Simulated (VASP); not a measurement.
# BaO3 (ReO3 type) (Pm-3m) in VASP: single point with PBE

Aim: the single point of BaO3 (ReO3 type) with PBE.

Program: VASP 6.6.1. These are calculated values, not measurements. Logs are shortened: lines on timing, memory, paths and dates and some standing lists are left out, and cuts for length are marked.

## Step 1: The cell of the first run

The structure is cubic, space group Pm-3m (No. 221). The conventional cell has a = 4.568 Å, b = 4.568 Å, c = 4.568 Å, α = 90.00°, β = 90.00°, γ = 90.00°. Ba (site symmetry m-3m) has 6 O at 2.28 Å within 3.0 Å. O (site symmetry 4/mmm) has 2 Ba at 2.28 Å within 3.0 Å.

## Step 2: Single point, PBE

Contents of INCAR:

```
SYSTEM = BaO3
PREC     = Accurate       ! precision mode
ENCUT    = 520            ! plane-wave cutoff, eV
EDIFF    = 1E-6           ! SCF threshold, eV
ISMEAR   = -1             ! smearing method
SIGMA    = 0.06122561905347299 ! smearing width, eV
LREAL    = .FALSE.        ! projectors in reciprocal space
LASPH    = .TRUE.         ! aspherical terms in the spheres
NELM     = 100            ! most SCF steps
ALGO     = Normal         ! electronic algorithm
ISIF     = 2              ! what is computed and relaxed
LWAVE    = .FALSE.        ! write WAVECAR
LCHARG   = .FALSE.        ! write CHGCAR
GGA      = PE             ! functional
NBANDS   = 22             ! bands
```

Contents of KPOINTS:

```
regular mesh
0
G
  24 24 24
  0 0 0
```

Contents of POSCAR:

```
BaO3
1.0
    4.5682006834      0.0000000000      0.0000000000
    0.0000000000      4.5682006834      0.0000000000
    0.0000000000      0.0000000000      4.5682006834
Ba O
1 3
Direct
    0.0000000000      0.0000000000      0.0000000000
    0.5000000000      0.0000000000      0.0000000000
    0.0000000000      0.5000000000      0.0000000000
    0.0000000000      0.0000000000      0.5000000000
```

Potentials or basis: VASP PAW PBE potentials, release 64 (Ba_sv, O).

Run with:

```sh
$ cat potpaw_PBE.64/Ba_sv/POTCAR potpaw_PBE.64/O/POTCAR > POTCAR
$ mpirun -np 1 vasp_std > vasp.out
```

OUTCAR:

```text
SYSTEM = BaO3
   PREC = Accurate
   ENCUT = 520
   EDIFF = 1E-6
   ISMEAR = -1
   LREAL = .FALSE.
   LASPH = .TRUE.
   NELM = 100
   ISIF = 2
   GGA = PE

 ion  position               nearest neighbor table
   1  0.000  0.000  0.000-   2 2.28   3 2.28   4 2.28   4 2.28   3 2.28   2 2.28
   2  0.500  0.000  0.000-   1 2.28   1 2.28
   3  0.000  0.500  0.000-   1 2.28   1 2.28
   4  0.000  0.000  0.500-   1 2.28   1 2.28

  LATTYP: Found a simple cubic cell.
 ALAT       =     4.5682006834

  Lattice vectors:

 A1 = (   4.5682006834,   0.0000000000,   0.0000000000)
 A2 = (   0.0000000000,   4.5682006834,   0.0000000000)
 A3 = (   0.0000000000,   0.0000000000,   4.5682006834)

Analysis of symmetry for initial positions (statically):
=====================================================================
 Subroutine PRICEL returns:
 Original cell was already a primitive cell.

 Routine SETGRP: Setting up the symmetry group for a
 simple cubic supercell.

 Subroutine GETGRP returns: Found 48 space group operations
 (whereof 48 operations were pure point group operations)
 out of a pool of 48 trial point group operations.

The static configuration has the point symmetry O_h .

Analysis of symmetry for dynamics (positions and initial velocities):
=====================================================================
 Subroutine PRICEL returns:
 Original cell was already a primitive cell.

 Routine SETGRP: Setting up the symmetry group for a
 simple cubic supercell.

 Subroutine GETGRP returns: Found 48 space group operations
 (whereof 48 operations were pure point group operations)
 out of a pool of 48 trial point group operations.

The dynamic configuration has the point symmetry O_h .

 Subroutine INISYM returns: Found 48 space group operations
 (whereof 48 operations are pure point group operations),
 and found     1 'primitive' translations

----------------------------------------------------------------------------------------

                                     Primitive cell

  volume of cell :      95.3313

  direct lattice vectors                    reciprocal lattice vectors
     4.568200683  0.000000000  0.000000000     0.218904569  0.000000000  0.000000000
     0.000000000  4.568200683  0.000000000     0.000000000  0.218904569  0.000000000
     0.000000000  0.000000000  4.568200683     0.000000000  0.000000000  0.218904569

  length of vectors
     4.568200683  4.568200683  4.568200683     0.218904569  0.218904569  0.218904569

  position of ions in fractional coordinates (direct lattice)
     0.000000000  0.000000000  0.000000000
     0.500000000  0.000000000  0.000000000
     0.000000000  0.500000000  0.000000000
     0.000000000  0.000000000  0.500000000

  ion indices of the primitive-cell ions
   primitive index   ion index
                 1           1
                 2           2
                 3           3
                 4           4

----------------------------------------------------------------------------------------

 KPOINTS: regular mesh

Automatic generation of k-mesh.
 Grid dimensions read from file:
 generate k-points for:   24   24   24

 Generating k-lattice:

  Cartesian coordinates                     Fractional coordinates (reciprocal lattice)
     0.009121024  0.000000000  0.000000000     0.041666667  0.000000000  0.000000000
     0.000000000  0.009121024  0.000000000     0.000000000  0.041666667  0.000000000
     0.000000000  0.000000000  0.009121024     0.000000000  0.000000000  0.041666667

  Length of vectors
     0.009121024  0.009121024  0.009121024

  Shift w.r.t. Gamma in fractional coordinates (k-lattice)
     0.000000000  0.000000000  0.000000000

 Subroutine IBZKPT returns following result:
 ===========================================

 Found    455 irreducible k-points:

 Following reciprocal coordinates:
            Coordinates               Weight
  0.000000  0.000000  0.000000      1.000000
  0.041667  0.000000  0.000000      6.000000
  0.083333  0.000000  0.000000      6.000000
  0.125000  0.000000  0.000000      6.000000
  0.166667  0.000000  0.000000      6.000000
  0.208333  0.000000  0.000000      6.000000
[... 16 lines left out ...]
  0.416667  0.041667  0.000000     24.000000
  0.458333  0.041667  0.000000     24.000000
 [... further k-points ...]
   k-points           NKPTS =    455   k-points in BZ     NKDIM =    455   number of bands    NBANDS=     22
   number of dos      NEDOS =    301   number of ions     NIONS =      4
   total plane-waves  NPLWV =  46656
   dimension x,y,z NGX =    36 NGY =   36 NGZ =   36
   dimension x,y,z NGXF=    72 NGYF=   72 NGZF=   72
   ions per type =               1   3
   NGX,Y,Z   is equivalent  to a cutoff of  13.10, 13.10, 13.10 a.u.
   NGXF,Y,Z  is equivalent  to a cutoff of  26.20, 26.20, 26.20 a.u.
 SYSTEM =  BaO3
   PREC   = accura    normal or accurate (medium, high low for compatibility)
   ISTART =      0    job   : 0-new  1-cont  2-samecut
   ICHARG =      2    charge: 1-file 2-atom 10-const
   ISPIN  =      1    spin polarized calculation?
   LNONCOLLINEAR =      F non collinear calculations
   LSORBIT =      F    spin-orbit coupling
   LASPH  =      T    aspherical Exc in radial PAW
   ENCUT  =  520.0 eV  38.22 Ry    6.18 a.u.   8.49  8.49  8.49*2*pi/ulx,y,z
   NELM   =    100;   NELMIN=  2; NELMDL= -5     # of ELM steps
   EDIFF  = 0.1E-05   stopping-criterion for ELM
   LREAL  =      F    real-space projection
   EDIFFG = 0.1E-04   stopping-criterion for IOM
   NSW    =      0    number of steps for IOM
   IBRION =     -1    ionic relax: 0-MD 1-quasi-New 2-CG
   NFREE  =      0    steps in history (QN), initial steepest desc. (CG)
   ISIF   =      2    stress and relaxation
   ISYM   =      2    0-nonsym 1-usesym 2-fastsym
   POTIM  = 0.5000    time-step for ionic-motion
   TEBEG  =    0.0;   TEEND  =   0.0 temperature during run
   PSTRESS=    0.0 pullay stress
   NELECT =      28.0000    total number of electrons
   NUPDOWN=      -1.0000    fix difference up-down
   EMIN   =  10.00;   EMAX   =-10.00  energy-range for DOS
   EFERMI =   0.00;   METHOD = LEGACY
   ISMEAR =    -1;   SIGMA  =   0.06  broadening in eV -4-tet -1-fermi 0-gaus
   EFERMI_NEDOS =   21; number of points for ismear=-14 and -15
   IALGO  =     38    algorithm
   IMIX   =      4    mixing-type and parameters
     AMIX     =   0.40;   BMIX     =  1.00
     AMIX_MAG =   1.60;   BMIX_MAG =  1.00
  volume/ion in A,a.u.               =      23.83       160.83
  Fermi-wavevector in a.u.,A,eV,Ry     =   1.088217  2.056433 16.112252  1.184217
  Thomas-Fermi vector in A             =   2.224394
   LORBIT       =      0    0 simple, 1 ext, 2 COOP (PROOUT), +10 PAW based schemes
   GGA     = PE    functional components
   LHFCALC =     F    Hartree Fock is set to
   AEXX    =    0.0000 exact exchange contribution
   IVDW    =     0    specifies the selected vdW correction
   LEPSILON=     F    determine dielectric tensor
   LRPA    =     F    only Hartree local field effects (RPA)
 non-spin polarized calculation
  energy-cutoff  :      520.00
  volume of cell :       95.33
 maximum number of plane-waves:      2612
 NGX is ok and might be reduce to    36
   NGX = 17   NGY = 17   NGZ = 17

 number of electron      28.0000015 magnetization

 Free energy of the ion-electron system (eV)
  ---------------------------------------------------
  ext. energy  EPLUGINS =         0.00000000
  ---------------------------------------------------
  free energy    TOTEN  =       -15.54871338 eV

  energy without entropy =      -15.43717973  energy(sigma->0) =      -15.49294655

 E-fermi :  -3.1196     XC(G=0):  -7.3439

 val. band max:       -3.1196502648   @ k =   0.5000   0.2917   0.0417
 cond. band min:      -3.1193819010   @ k =   0.3333   0.3333   0.0833
 fundamental gap:      0.0002683638
 Fermi energy:        -3.1195618377

 k-point     1 :       0.0000    0.0000    0.0000
  band No.  band energies     occupation
      1     -27.7186      2.00000
      2     -18.9419      2.00000
      3     -18.9419      2.00000
      4     -18.1718      2.00000
      5     -13.6147      2.00000
      6     -13.6147      2.00000
[... 14 lines left out ...]
     21       8.3108      0.00000
     22       8.3108      0.00000

 k-point     2 :       0.0417    0.0000    0.0000
  band No.  band energies     occupation
      1     -27.7171      2.00000
      2     -18.9524      2.00000
      3     -18.9418      2.00000
      4     -18.1831      2.00000
      5     -13.6140      2.00000
      6     -13.6140      2.00000
[... 14 lines left out ...]
     21       8.3230      0.00000
     22       8.3231      0.00000

 k-point     3 :       0.0833    0.0000    0.0000
  band No.  band energies     occupation
      1     -27.7128      2.00000
      2     -18.9843      2.00000
      3     -18.9417      2.00000
      4     -18.2141      2.00000
      5     -13.6118      2.00000
      6     -13.6118      2.00000
[... 14 lines left out ...]
     21       8.3445      0.00000
     22       8.3598      0.00000

 k-point     4 :       0.1250    0.0000    0.0000
  band No.  band energies     occupation
      1     -27.7060      2.00000
      2     -19.0380      2.00000
      3     -18.9414      2.00000
      4     -18.2560      2.00000
      5     -13.6084      2.00000
      6     -13.6084      2.00000
[... 14 lines left out ...]
     21       8.3324      0.00000
     22       8.4194      0.00000

 k-point     5 :       0.1667    0.0000    0.0000
  band No.  band energies     occupation
      1     -27.6970      2.00000
      2     -19.1121      2.00000
      3     -18.9412      2.00000
      4     -18.2994      2.00000
      5     -13.6040      2.00000
      6     -13.6040      2.00000
[... 14 lines left out ...]
     21       8.2370      0.00000
     22       8.4996      0.00000

 k-point     6 :       0.2083    0.0000    0.0000
  band No.  band energies     occupation
      1     -27.6865      2.00000
      2     -19.2018      2.00000
      3     -18.9407      2.00000
      4     -18.3376      2.00000
      5     -13.5987      2.00000
      6     -13.5987      2.00000
[... 14 lines left out ...]
     21       8.0425      0.00000
     22       8.5972      0.00000

 k-point     7 :       0.2500    0.0000    0.0000
  band No.  band energies     occupation
      1     -27.6751      2.00000
      2     -19.3000      2.00000
      3     -18.9402      2.00000
      4     -18.3680      2.00000
      5     -13.5931      2.00000
      6     -13.5931      2.00000
[... 324 lines left out ...]
      6     -13.5451      2.00000
[... 14 lines left out ...]
     21       7.4843      0.00000
     22       8.8487      0.00000

 k-point    21 :       0.3333    0.0417    0.0000
  band No.  band energies     occupation
      1     -27.6514      2.00000
      2     -19.4892      2.00000
      3     -18.9473      2.00000
      4     -18.4209      2.00000
      5     -13.5815      2.00000
      6     -13.5398      2.00000
[... 14 lines left out ...]
     21       7.1595      0.00000
     22       8.9707      0.00000

 k-point    22 :       0.3750    0.0417    0.0000
  band No.  band energies     occupation
      1     -27.6421      2.00000
      2     -19.5660      2.00000
      3     -18.9469      2.00000
      4     -18.4322      2.00000
      5     -13.5769      2.00000
      6     -13.5353      2.00000
[... 14 lines left out ...]
     21       6.8338      0.00000
     22       9.0848      0.00000

 k-point    23 :       0.4167    0.0417    0.0000
  band No.  band energies     occupation
      1     -27.6349      2.00000
      2     -19.6241      2.00000
      3     -18.9466      2.00000
      4     -18.4395      2.00000
      5     -13.5734      2.00000
      6     -13.5318      2.00000
[... 14 lines left out ...]
     21       6.5213      0.00000
     22       9.1802      0.00000

 k-point    24 :       0.4583    0.0417    0.0000
  band No.  band energies     occupation
      1     -27.6303      2.00000
      2     -19.6602      2.00000
      3     -18.9464      2.00000
      4     -18.4436      2.00000
      5     -13.5712      2.00000
      6     -13.5296      2.00000
[... 14 lines left out ...]
     21       6.2505      0.00000
     22       9.2445      0.00000

 [... further k-points ...]

------------------------ aborting loop because EDIFF is reached ----------------------------------------

  FORCE on cell =-STRESS in cart. coord.  units (eV):
  Direction    XX          YY          ZZ          XY          YZ          ZX
  --------------------------------------------------------------------------------------
  -------------------------------------------------------------------------------------
  Total        1.5931559      1.5931559      1.5931559      0.0000000      0.0000000     -0.0000000
  in kB       26.7752382     26.7752382     26.7752382      0.0000000      0.0000000     -0.0000000
  external PRESSURE =      26.7752382 kB  Pullay stress =       0.0000000 kB

 VOLUME and BASIS-vectors are now :
 -----------------------------------------------------------------------------
  energy-cutoff  :      520.00
  volume of cell :       95.33
      direct lattice vectors                 reciprocal lattice vectors
     4.568200683  0.000000000  0.000000000     0.218904569  0.000000000  0.000000000
     0.000000000  4.568200683  0.000000000     0.000000000  0.218904569  0.000000000
     0.000000000  0.000000000  4.568200683     0.000000000  0.000000000  0.218904569

 POSITION                                       TOTAL-FORCE (eV/Angst)
 -----------------------------------------------------------------------------------
      0.00000      0.00000      0.00000         0.000000      0.000000      0.000000
      2.28410      0.00000      0.00000         0.000000      0.000000      0.000000
      0.00000      2.28410      0.00000         0.000000      0.000000      0.000000
      0.00000      0.00000      2.28410         0.000000      0.000000      0.000000
 -----------------------------------------------------------------------------------
    total drift:                                0.000000      0.000000     -0.000000

  FREE ENERGIE OF THE ION-ELECTRON SYSTEM (eV)
  ---------------------------------------------------
  free  energy   TOTEN  =       -15.5487133776 eV

  energy  without entropy=      -15.4371797307  energy(sigma->0) =      -15.49294655
```

Run time: 19 min. Hardware: 1 thread of Oxide Virtual Turin-like, shared host; peak memory 0.82 GiB.

What came out:

```yaml
Free_energy: -15.5487 eV
Pressure: 2.7 GPa
Band_gap_on_the_k_mesh: zero (bands 14 and 15 overlap by 1.41 eV)
```

Levels at points of the mesh, in eV from the Fermi level:
| k point | band 11 | band 12 | band 13 | band 14 | band 15 | band 16 | band 17 | band 18 |
| --- | --- | --- | --- | --- | --- | --- | --- | --- |
| (0.00, 0.00, 0.00) | -0.37 | -0.37 | -0.37 | 1.36 | 1.36 | 1.36 | 6.68 | 8.11 |
| (0.50, 0.00, 0.00) | -0.46 | -0.45 | -0.43 | -0.43 | 1.28 | 1.28 | 8.25 | 8.59 |
| (0.50, 0.50, 0.00) | -0.79 | -0.79 | -0.44 | -0.44 | 0.11 | 1.20 | 9.03 | 9.49 |
| (0.50, 0.50, 0.50) | -1.70 | -1.70 | -1.07 | 0.11 | 0.11 | 0.11 | 9.52 | 10.19 |

Caveat: spin-orbit coupling is left out, which moves the levels of the heavy elements.
